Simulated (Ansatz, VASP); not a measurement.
## ZrTa2N4: VASP beside Ansatz

```
Zr Ta N
1.0
    10.90000    0.00000    0.00000
     0.00000    3.05000    0.00000
     0.00000    0.00000    5.28000
Zr Ta N
2 4 8
Direct
  0.50000 0.00000 0.00000
  0.00000 0.00000 0.00000
  0.75000 0.50000 0.83330
  0.25000 0.00000 0.66670
  0.25000 0.50000 0.16670
  0.75000 0.00000 0.33330
  0.61000 0.00000 0.66670
  0.39000 0.00000 0.33330
  0.39000 0.50000 0.83330
  0.61000 0.50000 0.16670
  0.89000 0.00000 0.66670
  0.11000 0.00000 0.33330
  0.89000 0.50000 0.16670
  0.11000 0.50000 0.83330
```

Alike in both runs: task relaxation of cell and atoms; functional PBE; k mesh 1 × 4 × 2; occupations gaussian, width 0.15 eV; no spin polarisation.

|  | VASP | Ansatz |
| --- | --- | --- |
| version | VASP 6.6.1 | Ansatz 0.2.0 |
| potentials or method | VASP PAW PBE potentials, release 64 (Zr_sv, Ta_pv, N), cutoff 600 eV | scalar-relativistic, plane waves, PAW |
| valence electrons in the cell | 108 | 116 |

VASP gave:

| Property | Result |
| --- | --- |
| gap on the k mesh at the Fermi level, each at its own relaxed structure (eV) | none |
| relaxed volume (Å³/atom) | 12.23 |
| relaxed cell length with the largest relative difference (Å) | 3.105 |

Problem. Which values does Ansatz return?

Solution. gap on the k mesh at the Fermi level, each at its own relaxed structure (eV): none; relaxed volume (Å³/atom): 12.22; relaxed cell length with the largest relative difference (Å): 3.100.

A gap of «none» marks a metal or a gap that the smearing closes. VASP's potentials hold 108 valence electrons a cell and Ansatz's 116, so a difference there can come from the potentials and not from the codes.

The k mesh is coarse, so the values compare programs but aren't converged. Spin-orbit coupling is off throughout.
